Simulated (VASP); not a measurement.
# Nb (Im-3m) in VASP: single point with PBEsol

Aim: the single point of Nb with PBEsol.

Program: VASP 6.6.1. These are calculated values, not measurements. Logs are shortened: lines on timing, memory, paths and dates and some standing lists are left out, and cuts for length are marked.

### Step 1. The cell of the first run

The structure is cubic, space group Im-3m (No. 229). Conventional cell: a = 3.311 Å, b = 3.311 Å, c = 3.311 Å, α = 90.00°, β = 90.00°, γ = 90.00°. Nb (site symmetry m-3m) has 14 Nb at 2.87 to 3.31 Å within 3.8 Å.

### Step 2. Single point, PBEsol

Input file POSCAR:

```
Nb
1.0
   -1.6555580008      1.6555580008      1.6555580008
    1.6555580008     -1.6555580008      1.6555580008
    1.6555580008      1.6555580008     -1.6555580008
Nb
1
Direct
    0.0000000000      0.0000000000      0.0000000000
```

Input file INCAR.step1:

```
SYSTEM = Nb
PREC     = Accurate       ! precision mode
ENCUT    = 520            ! plane-wave cutoff, eV
EDIFF    = 1E-6           ! SCF threshold, eV
ISMEAR   = 0              ! smearing method
SIGMA    = 0.1            ! smearing width, eV
LREAL    = .FALSE.        ! projectors in reciprocal space
LASPH    = .TRUE.         ! aspherical terms in the spheres
NELM     = 80             ! most SCF steps
ALGO     = Fast           ! electronic algorithm
ISIF     = 2              ! what is computed and relaxed
LWAVE    = .FALSE.        ! write WAVECAR
LCHARG   = .TRUE.         ! write CHGCAR
LMAXMIX  = 4              ! l up to which the mixer works
GGA      = PS             ! functional
NBANDS   = 12             ! bands
```

Input file KPOINTS.step1:

```
Automatic mesh
0
G
  18 18 18
  0 0 0
```

Input file INCAR.step2:

```
SYSTEM = Nb
PREC     = Accurate       ! precision mode
ENCUT    = 520            ! plane-wave cutoff, eV
EDIFF    = 1E-6           ! SCF threshold, eV
ISMEAR   = -5             ! smearing method
SIGMA    = 0.1            ! smearing width, eV
LREAL    = .FALSE.        ! projectors in reciprocal space
LASPH    = .TRUE.         ! aspherical terms in the spheres
NELM     = 80             ! most SCF steps
ALGO     = Fast           ! electronic algorithm
ISIF     = 2              ! what is computed and relaxed
LWAVE    = .FALSE.        ! write WAVECAR
LCHARG   = .FALSE.        ! write CHGCAR
LMAXMIX  = 4              ! l up to which the mixer works
GGA      = PS             ! functional
LORBIT   = 10             ! projections on sites
NEDOS    = 2001           ! points of the DOS
ICHARG   = 11             ! starting density
```

Input file KPOINTS.step2:

```
Automatic mesh
0
G
  27 27 27
  0 0 0
```

Potentials or basis: VASP PAW PBE potentials, release 64 (Nb_sv).

The run is started by

```bash
$ cat potpaw_PBE.64/Nb_sv/POTCAR > POTCAR
$ cp INCAR.step1 INCAR
$ cp KPOINTS.step1 KPOINTS
$ mpirun -np 1 vasp_std > vasp.out
$ cp INCAR.step2 INCAR
$ cp KPOINTS.step2 KPOINTS
$ mpirun -np 1 vasp_std > vasp.out
```

OUTCAR:

```text
SYSTEM = Nb
   PREC = Accurate
   ENCUT = 520
   EDIFF = 1E-6
   ISMEAR = -5
   LREAL = .FALSE.
   LASPH = .TRUE.
   NELM = 80
   ISIF = 2
   GGA = PS
   LORBIT = 10
   ICHARG = 11

 ion  position               nearest neighbor table
   1  0.000  0.000  0.000-

  LATTYP: Found a body centered cubic cell.
 ALAT       =     3.3111160016

  Lattice vectors:

 A1 = (  -1.6555580008,   1.6555580008,   1.6555580008)
 A2 = (   1.6555580008,  -1.6555580008,   1.6555580008)
 A3 = (   1.6555580008,   1.6555580008,  -1.6555580008)

Analysis of symmetry for initial positions (statically):
=====================================================================
 Subroutine PRICEL returns:
 Original cell was already a primitive cell.

 Routine SETGRP: Setting up the symmetry group for a
 body centered cubic supercell.

 Subroutine GETGRP returns: Found 48 space group operations
 (whereof 48 operations were pure point group operations)
 out of a pool of 48 trial point group operations.

The static configuration has the point symmetry O_h .

Analysis of symmetry for dynamics (positions and initial velocities):
=====================================================================
 Subroutine PRICEL returns:
 Original cell was already a primitive cell.

 Routine SETGRP: Setting up the symmetry group for a
 body centered cubic supercell.

 Subroutine GETGRP returns: Found 48 space group operations
 (whereof 48 operations were pure point group operations)
 out of a pool of 48 trial point group operations.

The dynamic configuration has the point symmetry O_h .

 Subroutine INISYM returns: Found 48 space group operations
 (whereof 48 operations are pure point group operations),
 and found     1 'primitive' translations

----------------------------------------------------------------------------------------

                                     Primitive cell

  volume of cell :      18.1507

  direct lattice vectors                    reciprocal lattice vectors
    -1.655558001  1.655558001  1.655558001     0.000000000  0.302012977  0.302012977
     1.655558001 -1.655558001  1.655558001     0.302012977  0.000000000  0.302012977
     1.655558001  1.655558001 -1.655558001     0.302012977  0.302012977  0.000000000

  length of vectors
     2.867510572  2.867510572  2.867510572     0.427110848  0.427110848  0.427110848

  position of ions in fractional coordinates (direct lattice)
     0.000000000  0.000000000  0.000000000

  ion indices of the primitive-cell ions
   primitive index   ion index
                 1           1

----------------------------------------------------------------------------------------

 KPOINTS: Automatic mesh

Automatic generation of k-mesh.
 Grid dimensions read from file:
 generate k-points for:   27   27   27

 Generating k-lattice:

  Cartesian coordinates                     Fractional coordinates (reciprocal lattice)
     0.000000000  0.011185666  0.011185666     0.037037037  0.000000000  0.000000000
     0.011185666  0.000000000  0.011185666     0.000000000  0.037037037  0.000000000
     0.011185666  0.011185666  0.000000000     0.000000000  0.000000000  0.037037037

  Length of vectors
     0.015818920  0.015818920  0.015818920

  Shift w.r.t. Gamma in fractional coordinates (k-lattice)
     0.000000000  0.000000000  0.000000000

 TETIRR: Found  23679 inequivalent tetrahedra from   118098

 Subroutine IBZKPT returns following result:
 ===========================================

 Found    560 irreducible k-points:

 Following reciprocal coordinates:
            Coordinates               Weight
  0.000000  0.000000  0.000000      1.000000
  0.037037  0.000000  0.000000     12.000000
  0.074074  0.000000  0.000000     12.000000
  0.111111  0.000000  0.000000     12.000000
  0.148148  0.000000  0.000000     12.000000
  0.185185  0.000000  0.000000     12.000000
[... 16 lines left out ...]
  0.333333  0.037037  0.000000     48.000000
  0.370370  0.037037  0.000000     48.000000
 [... further k-points ...]
   k-points           NKPTS =    560   k-points in BZ     NKDIM =    560   number of bands    NBANDS=     10
   number of dos      NEDOS =   2001   number of ions     NIONS =      1
   total plane-waves  NPLWV =  13824
   dimension x,y,z NGX =    24 NGY =   24 NGZ =   24
   dimension x,y,z NGXF=    48 NGYF=   48 NGZF=   48
   ions per type =               1
   NGX,Y,Z   is equivalent  to a cutoff of  13.91, 13.91, 13.91 a.u.
   NGXF,Y,Z  is equivalent  to a cutoff of  27.83, 27.83, 27.83 a.u.
 SYSTEM =  Nb
   PREC   = accura    normal or accurate (medium, high low for compatibility)
   ISTART =      0    job   : 0-new  1-cont  2-samecut
   ICHARG =     11    charge: 1-file 2-atom 10-const
   ISPIN  =      1    spin polarized calculation?
   LNONCOLLINEAR =      F non collinear calculations
   LSORBIT =      F    spin-orbit coupling
   LASPH  =      T    aspherical Exc in radial PAW
   ENCUT  =  520.0 eV  38.22 Ry    6.18 a.u.   5.33  5.33  5.33*2*pi/ulx,y,z
   NELM   =     80;   NELMIN=  2; NELMDL=  0     # of ELM steps
   EDIFF  = 0.1E-05   stopping-criterion for ELM
   LREAL  =      F    real-space projection
   EDIFFG = 0.1E-04   stopping-criterion for IOM
   NSW    =      0    number of steps for IOM
   IBRION =     -1    ionic relax: 0-MD 1-quasi-New 2-CG
   NFREE  =      0    steps in history (QN), initial steepest desc. (CG)
   ISIF   =      2    stress and relaxation
   ISYM   =      2    0-nonsym 1-usesym 2-fastsym
   POTIM  = 0.5000    time-step for ionic-motion
   TEBEG  =    0.0;   TEEND  =   0.0 temperature during run
   PSTRESS=    0.0 pullay stress
   NELECT =      13.0000    total number of electrons
   NUPDOWN=      -1.0000    fix difference up-down
   EMIN   =  10.00;   EMAX   =-10.00  energy-range for DOS
   EFERMI =   0.00;   METHOD = LEGACY
   ISMEAR =    -5;   SIGMA  =   0.10  broadening in eV -4-tet -1-fermi 0-gaus
   EFERMI_NEDOS =   21; number of points for ismear=-14 and -15
   IALGO  =     68    algorithm
   IMIX   =      4    mixing-type and parameters
     AMIX     =   0.40;   BMIX     =  1.00
     AMIX_MAG =   1.60;   BMIX_MAG =  1.00
  volume/ion in A,a.u.               =      18.15       122.49
  Fermi-wavevector in a.u.,A,eV,Ry     =   1.464732  2.767942 29.190487  2.145440
  Thomas-Fermi vector in A             =   2.580673
   LORBIT       =     10    0 simple, 1 ext, 2 COOP (PROOUT), +10 PAW based schemes
   GGA     = PS    functional components
   LHFCALC =     F    Hartree Fock is set to
   AEXX    =    0.0000 exact exchange contribution
   IVDW    =     0    specifies the selected vdW correction
   LEPSILON=     F    determine dielectric tensor
   LRPA    =     F    only Hartree local field effects (RPA)
 non-spin polarized calculation
 RMM-DIIS sequential band-by-band and
 Fermi weights with tetrahedron method with Bloechl corrections
  energy-cutoff  :      520.00
  volume of cell :       18.15
 maximum number of plane-waves:       498
 NGX is ok and might be reduce to    24

 number of electron      13.0000000 magnetization

 Free energy of the ion-electron system (eV)
  ---------------------------------------------------
  ext. energy  EPLUGINS =         0.00000000
  ---------------------------------------------------
  free energy    TOTEN  =       -10.93962134 eV

  energy without entropy =      -10.93962134  energy(sigma->0) =      -10.93962134

 E-fermi :  10.9216     XC(G=0): -12.5909

 val. band max:       10.9513841840   @ k =  -0.1852   0.2222   0.1481
 cond. band min:      10.9341384787   @ k =   0.2963   0.1481   0.0000
 fundamental gap:     -0.0172457053
 Fermi energy:        10.9216337786

 k-point     1 :       0.0000    0.0000    0.0000
  band No.  band energies     occupation
      1     -43.3512      2.00000
      2     -18.6818      2.00000
      3     -18.6818      2.00000
      4     -18.6818      2.00000
      5       4.9823      2.00000
      6      11.3031      0.00000
      7      11.3031      0.00000
      8      11.3031      0.00000
      9      14.1873      0.00000
     10      14.1873      0.00000

 k-point     2 :       0.0370    0.0000    0.0000
  band No.  band energies     occupation
      1     -43.3481      2.00000
      2     -18.7014      2.00000
      3     -18.6878      2.00000
      4     -18.6821      2.00000
      5       5.0391      2.00000
      6      11.2676      0.00000
      7      11.2955      0.00000
      8      11.3569      0.00000
      9      14.1300      0.00000
     10      14.1870      0.00000

 k-point     3 :       0.0741    0.0000    0.0000
  band No.  band energies     occupation
      1     -43.3387      2.00000
      2     -18.7585      2.00000
      3     -18.7052      2.00000
      4     -18.6825      2.00000
      5       5.2066      2.00000
      6      11.1654     -0.00029
      7      11.2682      0.00000
      8      11.5180      0.00000
      9      13.9819      0.00000
     10      14.1880      0.00000

 k-point     4 :       0.1111    0.0000    0.0000
  band No.  band energies     occupation
      1     -43.3237      2.00000
      2     -18.8493      2.00000
      3     -18.7329      2.00000
      4     -18.6833      2.00000
      5       5.4746      2.00000
      6      11.0072      0.02604
      7      11.2087      0.00000
      8      11.7836      0.00000
      9      13.8011      0.00000
     10      14.1939      0.00000
[... 222 lines left out ...]
 k-point    22 :       0.2963    0.0370    0.0000
  band No.  band energies     occupation
      1     -43.1835      2.00000
      2     -19.6353      2.00000
      3     -18.9818      2.00000
      4     -18.6978      2.00000
      5       7.3632      2.00000
      6       9.8089      2.00000
      7      11.0692      0.05184
      8      13.8643      0.00000
      9      14.5503      0.00000
     10      14.8590      0.00000

 k-point    23 :       0.3333    0.0370    0.0000
  band No.  band energies     occupation
      1     -43.1592      2.00000
      2     -19.7623      2.00000
      3     -19.0244      2.00000
      4     -18.6992      2.00000
      5       7.4137      2.00000
      6       9.6345      2.00000
      7      11.4785     -0.01350
      8      14.0243      0.00000
      9      14.6528      0.00000
     10      15.5604      0.00000

 k-point    24 :       0.3704    0.0370    0.0000
  band No.  band energies     occupation
      1     -43.1387      2.00000
      2     -19.8676      2.00000
      3     -19.0599      2.00000
      4     -18.7003      2.00000
      5       7.3855      2.00000
      6       9.4935      2.00000
      7      11.9841      0.00000
      8      14.1522      0.00000
      9      14.7598      0.00000
     10      16.2314      0.00000

 [... further k-points ...]

------------------------ aborting loop because EDIFF is reached ----------------------------------------

  FORCE on cell =-STRESS in cart. coord.  units (eV):
  Direction    XX          YY          ZZ          XY          YZ          ZX
  --------------------------------------------------------------------------------------
  -------------------------------------------------------------------------------------
  Total       -0.7589734     -0.7589734     -0.7589734      0.0000000      0.0000000      0.0000000
  in kB      -66.9952360    -66.9952360    -66.9952360      0.0000000      0.0000000      0.0000000
  external PRESSURE =     -66.9952360 kB  Pullay stress =       0.0000000 kB

 VOLUME and BASIS-vectors are now :
 -----------------------------------------------------------------------------
  energy-cutoff  :      520.00
  volume of cell :       18.15
      direct lattice vectors                 reciprocal lattice vectors
    -1.655558001  1.655558001  1.655558001     0.000000000  0.302012977  0.302012977
     1.655558001 -1.655558001  1.655558001     0.302012977  0.000000000  0.302012977
     1.655558001  1.655558001 -1.655558001     0.302012977  0.302012977  0.000000000

 POSITION                                       TOTAL-FORCE (eV/Angst)
 -----------------------------------------------------------------------------------
      0.00000      0.00000      0.00000         0.000000      0.000000     -0.000000
 -----------------------------------------------------------------------------------
    total drift:                               -0.000000      0.000000     -0.000000

  FREE ENERGIE OF THE ION-ELECTRON SYSTEM (eV)
  ---------------------------------------------------
  free  energy   TOTEN  =       -10.9396213378 eV

  energy  without entropy=      -10.9396213378  energy(sigma->0) =      -10.93962134

 total charge

# of ion       s       p       d       tot
------------------------------------------
    1        2.221   5.994   2.492  10.708
```

It took 90 s on 1 thread of Intel Xeon 6975P-C (Granite Rapids), shared host; peak memory 0.25 GiB.

What came out:

| Property | Result |
| --- | --- |
| Valence electrons inside the program's atomic spheres | Nb 10.71 |

Levels at points of the mesh, in eV from the Fermi level:
```csv
k point,band 2,band 3,band 4,band 5,band 6,band 7,band 8,band 9,band 10
"(0.00, 0.00, 0.00)",-29.60,-29.60,-29.60,-5.94,0.38,0.38,0.38,3.27,3.27
```

Caveat: the PAW data sets were made with another functional, which shifts forces and pressure a little.
